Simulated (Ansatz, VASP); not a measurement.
## Bi3P2 in VASP and in Ansatz

```
Bi P
1.0
     3.44630    1.98972    6.27279
    -3.44630    1.98972    6.27279
     0.00000   -3.97945    6.27279
Bi P
6 4
Direct
  0.05625 0.44375 0.75000
  0.75000 0.05625 0.44375
  0.44375 0.75000 0.05625
  0.94375 0.55625 0.25000
  0.25000 0.94375 0.55625
  0.55625 0.25000 0.94375
  0.85218 0.85218 0.85218
  0.64782 0.64782 0.64782
  0.14782 0.14782 0.14782
  0.35218 0.35218 0.35218
```

Alike in both runs: task single point; functional PBE; k mesh 3 × 3 × 3; occupations gaussian, width 0.1 eV; no spin polarisation.

```csv
,VASP,Ansatz
version,VASP 6.6.1,Ansatz 0.2.0
potentials or method,"VASP PAW PBE potentials, release 64 (Bi_d, P), cutoff 500 eV","scalar-relativistic, plane waves, PAW"
valence electrons in the cell,110,110
```

|  | VASP | Ansatz | Ansatz less VASP |
| --- | --- | --- | --- |
| gap on the k mesh at the Fermi level (eV) | none | none | - |
| pressure (GPa) | 8.7 | 8.8 | +0.05 |
| traceless stress, the component that is largest in VASP (GPa) | -2.14 | -2.14 | 0.000 |
| rms of the force components (eV/Å) | 0.281 | 0.281 | +0.0005 |

Atom by atom the forces differ by 0.001 eV/Å (rms over components). A gap of «none» marks a metal or a gap that the smearing closes. The functional is the same, so the differences come from potentials, cutoffs and numerics.

The k mesh is coarse, so the values compare programs but aren't converged. Spin-orbit coupling is off throughout.
